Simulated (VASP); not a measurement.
CoSi2, 3 atoms in the cell. The structure is cubic, space group Fm-3m (No. 225). Conventional cell: a = 5.365 Å, b = 5.365 Å, c = 5.365 Å, α = 90.00°, β = 90.00°, γ = 90.00°. Within 3.1 Å of Co (site symmetry m-3m) lie 8 Si at 2.32 Å. Within 3.1 Å of Si (site symmetry -43m) lie 4 Co at 2.32 Å and 6 Si at 2.68 Å. 

```yaml
Program: VASP 6.6.1
Task: electric field gradients
Functional: LDA
Potentials_or_basis: VASP PAW LDA potentials, release 64 (Co, Si)
Cutoff: 520 eV
k_mesh: 15 × 15 × 15
Occupations: fermi-dirac, width 0.05 eV
Spin: collinear spin, ferromagnetic start
Starting_moments: "[2.0, 0.0, 0.0] μB"
Dipole_correction: no
Further_INCAR_settings: ALGO = Normal; EDIFF = 1e-08; NBANDS = 20
```

Potentials or basis: VASP PAW LDA potentials, release 64 (Co, Si).

The run is started by

```console
$ cat potpaw_LDA.64/Co/POTCAR potpaw_LDA.64/Si/POTCAR > POTCAR
$ mpirun -np 1 vasp_std > vasp.out
```

Hardware: 1 thread of Oxide Virtual Turin-like Processor, with other jobs on the host.

Task: Estimate the wall time of this run.

Result: It took 100 s on 1 thread of Oxide Virtual Turin-like Processor, with other jobs on the host, peak memory 0.22 GiB. Counts: scf iterations 17, k points 120.
